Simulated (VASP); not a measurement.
Input of a VASP 6.6.1 run:

Contents of POSCAR:

```
SnSe2
1.0
    3.8251491972      0.0000000000      0.0000000000
   -1.9125745986      3.3126763781      0.0000000000
    0.0000000000      0.0000000000      6.2270814759
Sn Se
1 2
Direct
    0.0000000000      0.0000000000      0.0000000000
    0.3333333333      0.6666666667      0.2530781097
    0.6666666667      0.3333333333      0.7469218903
```

INCAR.step1

```
PREC = Accurate ; ENCUT = 520
ISMEAR = 0 ; SIGMA = 0.01
LREAL = F ; LASPH = T
NELM = 60 ; NBANDS = 20
GGA = PE ; ALGO = Normal
EDIFF = 1E-4 ; LWAVE = T
LCHARG = F
```

Contents of INCAR.step2:

```
PREC = Accurate ; ENCUT = 520
EDIFF = 1E-6 ; ISMEAR = 0
SIGMA = 0.01 ; LREAL = F
LASPH = T ; NELM = 60
ALGO = Normal ; ISIF = 2
LWAVE = F ; LCHARG = F
METAGGA = R2SCAN ; LMIXTAU = T
NBANDS = 20 ; ISTART = 1
```

File KPOINTS:

```
Automatic mesh
0
Gamma
  12 12 4
```

Potentials or basis: VASP PAW PBE potentials, release 64 (Sn_d, Se).

Run with:

```sh
$ cat potpaw_PBE.64/Sn_d/POTCAR potpaw_PBE.64/Se/POTCAR > POTCAR
$ cp INCAR.step1 INCAR
$ mpirun -np 1 vasp_std > vasp.out
$ cp INCAR.step2 INCAR
$ mpirun -np 1 vasp_std > vasp.out
```

Q: What does it give for the largest force?

A: 0.016 eV/Å.

Q: Predict the pressure.

A: 1.0 GPa.

Q: Predict the band gap on the k mesh.

A: 1.01 eV, indirect (least direct gap 1.49 eV).

Forces in eV/Å, atoms in the order of the input:
```
Sn   0.000  0.000  0.000
Se   0.000  0.000 -0.016
Se   0.000  0.000  0.016
```

Caveat: the PAW data sets were made with another functional, which shifts forces and pressure a little; spin-orbit coupling is left out, which moves the levels of the heavy elements. A k mesh can miss the band edges.
